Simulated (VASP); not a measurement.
# AlFe (Pm-3m) in VASP: a series of runs

The runs below take AlFe through single point, with PBEsol.

Program: VASP 6.6.1. These are calculated values, not measurements. Logs are shortened: lines on timing, memory, paths and dates and some standing lists are left out, and cuts for length are marked.

**1. The cell of the first run**

It takes space group Pm-3m (No. 221, cubic). Conventional cell: a = 2.684 Å, b = 2.684 Å, c = 2.684 Å, α = 90.00°, β = 90.00°, γ = 90.00°. Within 3.1 Å of Al (site symmetry m-3m) lie 8 Fe at 2.32 Å and 6 Al at 2.68 Å. Fe (site symmetry m-3m) has 8 Al at 2.32 Å and 6 Fe at 2.68 Å within 3.1 Å.

**2. Single point, PBEsol, collinear spin, ferromagnetic start (9.67 Å³/atom)**

INCAR reads:

```
PREC = Accurate
ENCUT = 520
EDIFF = 1E-6
ISMEAR = 0
SIGMA = 0.15
LREAL = F
LASPH = T
NELM = 150
ALGO = Normal
ISIF = 2
LWAVE = F
LCHARG = F
ISPIN = 2
MAGMOM = 0 0.75
LORBIT = 11
LMAXMIX = 4
GGA = PS
NBANDS = 16
```

KPOINTS reads:

```
Automatic mesh
0
Gamma
  18 18 18
```

POSCAR reads:

```
AlFe
1.0
    2.6844094634      0.0000000000      0.0000000000
    0.0000000000      2.6844094634      0.0000000000
    0.0000000000      0.0000000000      2.6844094634
Al Fe
1 1
Direct
    0.0000000000      0.0000000000      0.0000000000
    0.5000000000      0.5000000000      0.5000000000
```

Potentials or basis: VASP PAW PBE potentials, release 64 (Al, Fe).

Run with:

```console
$ cat potpaw_PBE.64/Al/POTCAR potpaw_PBE.64/Fe/POTCAR > POTCAR
$ mpirun -np 1 vasp_std > vasp.out
```

OUTCAR:

```text
PREC = Accurate
   ENCUT = 520
   EDIFF = 1E-6
   ISMEAR = 0
   LREAL = F
   LASPH = T
   NELM = 150
   ISIF = 2
   ISPIN = 2
   LORBIT = 11
   GGA = PS

 ion  position               nearest neighbor table
   1  0.000  0.000  0.000-   2 2.32   2 2.32   2 2.32   2 2.32   2 2.32   2 2.32   2 2.32   2 2.32

   2  0.500  0.500  0.500-   1 2.32   1 2.32   1 2.32   1 2.32   1 2.32   1 2.32   1 2.32   1 2.32

  LATTYP: Found a simple cubic cell.
 ALAT       =     2.6844094634

  Lattice vectors:

 A1 = (   2.6844094634,   0.0000000000,   0.0000000000)
 A2 = (   0.0000000000,   2.6844094634,   0.0000000000)
 A3 = (   0.0000000000,   0.0000000000,   2.6844094634)

Analysis of symmetry for initial positions (statically):
=====================================================================
 Subroutine PRICEL returns:
 Original cell was already a primitive cell.

 Routine SETGRP: Setting up the symmetry group for a
 simple cubic supercell.

 Subroutine GETGRP returns: Found 48 space group operations
 (whereof 48 operations were pure point group operations)
 out of a pool of 48 trial point group operations.

The static configuration has the point symmetry O_h .

Analysis of symmetry for dynamics (positions and initial velocities):
=====================================================================
 Subroutine PRICEL returns:
 Original cell was already a primitive cell.

 Routine SETGRP: Setting up the symmetry group for a
 simple cubic supercell.

 Subroutine GETGRP returns: Found 48 space group operations
 (whereof 48 operations were pure point group operations)
 out of a pool of 48 trial point group operations.

The dynamic configuration has the point symmetry O_h .

Analysis of structural, dynamic, and magnetic symmetry:
=====================================================================
 Subroutine PRICEL returns:
 Original cell was already a primitive cell.

 Routine SETGRP: Setting up the symmetry group for a
 simple cubic supercell.

 Subroutine GETGRP returns: Found 48 space group operations
 (whereof 48 operations were pure point group operations)
 out of a pool of 48 trial point group operations.

The overall configuration has the point symmetry O_h .

 Subroutine INISYM returns: Found 48 space group operations
 (whereof 48 operations are pure point group operations),
 and found     1 'primitive' translations

----------------------------------------------------------------------------------------

[... 116 lines left out ...]
   LORBIT       =     11    0 simple, 1 ext, 2 COOP (PROOUT), +10 PAW based schemes
   GGA     = PS    functional components
   LHFCALC =     F    Hartree Fock is set to
   AEXX    =    0.0000 exact exchange contribution
   IVDW    =     0    specifies the selected vdW correction
   LEPSILON=     F    determine dielectric tensor
   LRPA    =     F    only Hartree local field effects (RPA)
 spin polarized calculation
 Gauss-broadening in eV      SIGMA  =   0.15
  energy-cutoff  :      520.00
  volume of cell :       19.34
 maximum number of plane-waves:       552
 NGX is ok and might be reduce to    20
   NGX =  9   NGY =  9   NGZ =  9

 number of electron      11.0000008 magnetization       0.4570903

 Free energy of the ion-electron system (eV)
  ---------------------------------------------------
  ext. energy  EPLUGINS =         0.00000000
  ---------------------------------------------------
  free energy    TOTEN  =       -13.26254193 eV

  energy without entropy =      -13.24056919  energy(sigma->0) =      -13.25155556

 E-fermi :  10.1294     XC(G=0): -13.2772

 val. band max:       10.1291770488   @ k =   0.1667   0.1667   0.0556
 cond. band min:      10.1326813680   @ k =   0.3889   0.3889   0.2222
 fundamental gap:      0.0035043192
 Fermi energy:        10.1294305879

 spin component 1

 k-point     1 :       0.0000    0.0000    0.0000
  band No.  band energies     occupation
      1      -1.3895      1.00000
      2       6.9396      1.00000
      3       6.9396      1.00000
      4      10.0738      0.70015
      5      10.0738      0.70015
      6      10.0738      0.70014
[... 435 lines left out ...]
      5       9.1046      1.00000
      6      10.0410      0.79770
[... 8 lines left out ...]
     15      33.1701      0.00000
     16      34.2243      0.00000

 [... further k-points ...]

 spin component 2

 k-point     1 :       0.0000    0.0000    0.0000
  band No.  band energies     occupation
      1      -1.3561      1.00000
      2       7.1696      1.00000
      3       7.1696      1.00000
      4      10.5940      0.00001
      5      10.5940      0.00001
      6      10.5940      0.00001
[... 435 lines left out ...]
      5       9.5682      1.00000
      6      10.5583      0.00003
[... 8 lines left out ...]
     15      33.2066      0.00000
     16      34.2729      0.00000

 [... further k-points ...]

------------------------ aborting loop because EDIFF is reached ----------------------------------------

  FORCE on cell =-STRESS in cart. coord.  units (eV):
  Direction    XX          YY          ZZ          XY          YZ          ZX
  --------------------------------------------------------------------------------------
  -------------------------------------------------------------------------------------
  Total        5.8051815      5.8051815      5.8051815     -0.0000000      0.0000000     -0.0000000
  in kB      480.8173166    480.8173166    480.8173166     -0.0000000      0.0000000     -0.0000000
  external PRESSURE =     480.8173166 kB  Pullay stress =       0.0000000 kB

 VOLUME and BASIS-vectors are now :
 -----------------------------------------------------------------------------
  energy-cutoff  :      520.00
  volume of cell :       19.34
      direct lattice vectors                 reciprocal lattice vectors
     2.684409463  0.000000000  0.000000000     0.372521411  0.000000000  0.000000000
     0.000000000  2.684409463  0.000000000     0.000000000  0.372521411  0.000000000
     0.000000000  0.000000000  2.684409463     0.000000000  0.000000000  0.372521411

 POSITION                                       TOTAL-FORCE (eV/Angst)
 -----------------------------------------------------------------------------------
      0.00000      0.00000      0.00000         0.000000      0.000000      0.000000
      1.34220      1.34220      1.34220         0.000000      0.000000      0.000000
 -----------------------------------------------------------------------------------
    total drift:                               -0.000000      0.000000     -0.000000

  FREE ENERGIE OF THE ION-ELECTRON SYSTEM (eV)
  ---------------------------------------------------
  free  energy   TOTEN  =       -13.2625419259 eV

  energy  without entropy=      -13.2405691929  energy(sigma->0) =      -13.25155556

 total charge

# of ion       s       p       d       tot
------------------------------------------
    1        0.436   0.543   0.000   0.979
    2        0.526   0.684   6.727   7.937
--------------------------------------------------
tot          0.962   1.227   6.727   8.917

 magnetization (x)

# of ion       s       p       d       tot
------------------------------------------
    1       -0.004  -0.008   0.000  -0.012
    2       -0.000   0.007   0.461   0.469
--------------------------------------------------
tot         -0.004  -0.001   0.461   0.456
```

stdout:

```text
POSCAR found type information on POSCAR AlFe
 POSCAR found :  2 types and       2 ions
 scaLAPACK will be used
 -----------------------------------------------------------------------------
|                                                                             |
|                                                                             |
|     You enforced a specific xc type in the INCAR file but a different       |
|     I HOPE YOU KNOW WHAT YOU ARE DOING!                                     |
|                                                                             |
 -----------------------------------------------------------------------------

 LDA part: xc-table for (Slater+PW92), standard interpolation
 POSCAR, INCAR and KPOINTS ok, starting setup
 FFT: planning ... GRIDC
 FFT: planning ... GRID_SOFT
 FFT: planning ... GRID
 WAVECAR not read
 entering main loop
```

Wall time 3.2 min (1 thread of Intel Xeon 8259CL, shared host); peak memory 0.22 GiB.

What came out:

- Free energy: -13.2625 eV
- Pressure: 48.1 GPa
- Net moment: 0.46 μB per cell
- Site moments: Al -0.01; Fe +0.47 μB
- Valence electrons inside the program's atomic spheres: Al 0.98; Fe 7.94

Levels at points of the mesh, in eV from the Fermi level:
Spin up:
```tsv
k point	band 2	band 3	band 4	band 5	band 6	band 7	band 8	band 9	band 10	band 11
(0.00, 0.00, 0.00)	-3.19	-3.19	-0.06	-0.06	-0.06	7.81	7.81	7.81	10.58	10.58
(0.50, 0.00, 0.00)	-6.58	-2.31	-1.32	-1.32	0.12	1.57	9.17	12.58	12.58	14.70
(0.50, 0.50, 0.00)	-3.06	-2.18	-2.18	-1.08	-1.08	0.93	4.43	5.91	15.58	18.25
(0.50, 0.50, 0.50)	-4.28	-4.28	0.99	0.99	3.36	3.36	3.36	6.55	7.65	7.65
```
Spin down:
```
           k point  band 2  band 3  band 4  band 5  band 6  band 7  band 8  band 9
(0.00, 0.00, 0.00)   -2.96   -2.96    0.46    0.46    0.46    7.86    7.86    7.86
(0.50, 0.00, 0.00)   -6.56   -2.04   -0.87   -0.87    0.65    1.90    9.13   12.65
(0.50, 0.50, 0.00)   -2.85   -2.16   -2.16   -0.61   -0.61    1.28    4.66    6.26
(0.50, 0.50, 0.50)   -4.02   -4.02    1.34    1.34    3.43    3.43    3.43    6.54
```

Caveat: the cell stands under pressure; the PAW data sets were made with another functional, which shifts forces and pressure a little.

**3. Single point, PBEsol, collinear spin, ferromagnetic start**

This run uses another cell than the first one, of 11.51 Å³/atom.

INCAR reads:

```
PREC = Accurate
ENCUT = 520
EDIFF = 1E-6
ISMEAR = 0
SIGMA = 0.15
LREAL = False
LASPH = True
NELM = 150
ALGO = Normal
ISIF = 2
LWAVE = False
LCHARG = True
ISPIN = 2
MAGMOM = 0 0.75
LORBIT = 11
LMAXMIX = 4
GGA = PS
LELF = True
LVHAR = True
NBANDS = 16
```

KPOINTS is that of step 2.

POSCAR reads:

```
AlFe
1.0
    2.8450118711      0.0000000000      0.0000000000
    0.0000000000      2.8450118711      0.0000000000
    0.0000000000      0.0000000000      2.8450118711
Al Fe
1 1
Direct
    0.0000000000      0.0000000000      0.0000000000
    0.5000000000      0.5000000000      0.5000000000
```

Potentials or basis: VASP PAW PBE potentials, release 64 (Al, Fe).

Run with:

```console
$ cat potpaw_PBE.64/Al/POTCAR potpaw_PBE.64/Fe/POTCAR > POTCAR
$ mpirun -np 1 vasp_std > vasp.out
```

Wall time 2.5 min (1 thread of Intel Xeon 8259CL, shared host); peak memory 0.25 GiB.

The run converged. Its results:

```
Free energy                                           : -13.7441 eV
Pressure                                              : 0.4 GPa
Net moment                                            : 0.69 μB per cell
Site moments                                          : Al -0.02; Fe +0.72 μB
Valence electrons inside the program's atomic spheres : Al 0.85; Fe 7.49
```

Levels at points of the mesh, in eV from the Fermi level:
Spin up:
| k point | band 4 | band 5 | band 6 | band 7 | band 8 | band 9 |
| --- | --- | --- | --- | --- | --- | --- |
| (0.00, 0.00, 0.00) | -0.33 | -0.33 | -0.33 | 6.53 | 6.53 | 6.53 |
| (0.50, 0.00, 0.00) | -1.32 | -1.32 | -0.20 | 0.94 | 8.78 | 11.23 |
| (0.50, 0.50, 0.00) | -2.15 | -1.09 | -1.09 | 0.46 | 3.35 | 4.31 |
| (0.50, 0.50, 0.50) | 0.51 | 0.51 | 2.98 | 2.98 | 2.98 | 4.60 |
Spin down:
```csv
k point,band 3,band 4,band 5,band 6,band 7,band 8
"(0.00, 0.00, 0.00)",-2.26,0.45,0.45,0.45,6.58,6.58
"(0.50, 0.00, 0.00)",-1.54,-0.64,-0.64,0.59,1.46,8.71
"(0.50, 0.50, 0.00)",-2.13,-2.13,-0.38,-0.38,1.03,3.71
"(0.50, 0.50, 0.50)",-3.33,1.07,1.07,3.06,3.06,3.06
```

Caveat: the PAW data sets were made with another functional, which shifts forces and pressure a little.
